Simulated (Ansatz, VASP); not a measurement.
**Two plane-wave programs on Hf2N**

The input INCAR:

```
PREC = Accurate
ENCUT = 520
EDIFF = 1E-7
ISMEAR = 0
SIGMA = 0.15
LREAL = False
LASPH = True
NELM = 80
ALGO = Normal
ISIF = 2
LWAVE = False
LCHARG = True
GGA = CA
LELF = True
LVHAR = True
NBANDS = 34
```

KPOINTS

```
regular mesh
0
Gamma
  8 8 12
```

The input POSCAR:

```
Hf2N
1.0
    5.0683330392      0.0000000000      0.0000000000
    0.0000000000      5.2521585898      0.0000000000
    0.0000000000      0.0000000000      3.2005839592
Hf N
4 2
Direct
    0.2954034337      0.2954034337      0.0000000000
    0.7045965663      0.7045965663      0.0000000000
    0.7954034337      0.2045965663      0.5000000000
    0.2045965663      0.7954034337      0.5000000000
    0.0000000000      0.0000000000      0.0000000000
    0.5000000000      0.5000000000      0.5000000000
```

Input for Ansatz:

```yaml
crystal:
  lattice:
    - [5.0683330392, 0.0, 0.0]
    - [0.0, 5.2521585898, 0.0]
    - [0.0, 0.0, 3.2005839592]
  atoms:
    - { symbol: Hf, position: [0.2954034337, 0.2954034337, 0.0] }
    - { symbol: Hf, position: [0.7045965663, 0.7045965663, 0.0] }
    - { symbol: Hf, position: [0.7954034337, 0.2045965663, 0.5] }
    - { symbol: Hf, position: [0.2045965663, 0.7954034337, 0.5] }
    - { symbol: "N", position: [0.0, 0.0, 0.0] }
    - { symbol: "N", position: [0.5, 0.5, 0.5] }
basis:
  ecutwfc: 520.0
kpoints:
  mp_grid: { grid: [8, 8, 12] }
hamiltonian:
  xc: lda
  pseudopotentials: { kind: paw, azcp: { folder: soft_1 } }
scf:
  occupations: { method: gaussian, width: 0.15 }
output:
  forces: true
  stress: true
  eigenvalues: true
```

Change from the starting cell: mode 4 frozen in at +0.000 Å, normal strain along x -0.0350.

Alike in both runs: task single point; functional LDA; k mesh 8 × 8 × 12; occupations gaussian, width 0.15 eV; no spin polarisation.

```csv
,VASP,Ansatz
version,VASP 6.6.1,Ansatz 0.2.0
potentials or method,"VASP PAW LDA potentials, release 64 (Hf_pv, N), cutoff 520 eV","scalar-relativistic, plane waves, PAW"
valence electrons in the cell,50,114
```

Ansatz gave:

* gap on the k mesh at the Fermi level (eV): none
* pressure (GPa): 8.3
* traceless stress, the component that is largest in VASP (GPa): 5.45
* rms of the force components (eV/Å): 0.072

Task: What did VASP give for the same quantities?

Result: gap on the k mesh at the Fermi level (eV): none; pressure (GPa): 8.3; traceless stress, the component that is largest in VASP (GPa): 5.52; rms of the force components (eV/Å): 0.072.

Ansatz warns that its potentials were made for another functional, while VASP's fit it. LDA's correlation is that of Perdew and Zunger in VASP and of Perdew and Wang (1992) in Ansatz. Atom by atom the forces differ by 0.001 eV/Å (rms over components). A gap of «none» marks a metal or a gap that the smearing closes. VASP's potentials hold 50 valence electrons a cell and Ansatz's 114, so a difference there can come from the potentials and not from the codes.

Spin-orbit coupling is off throughout.
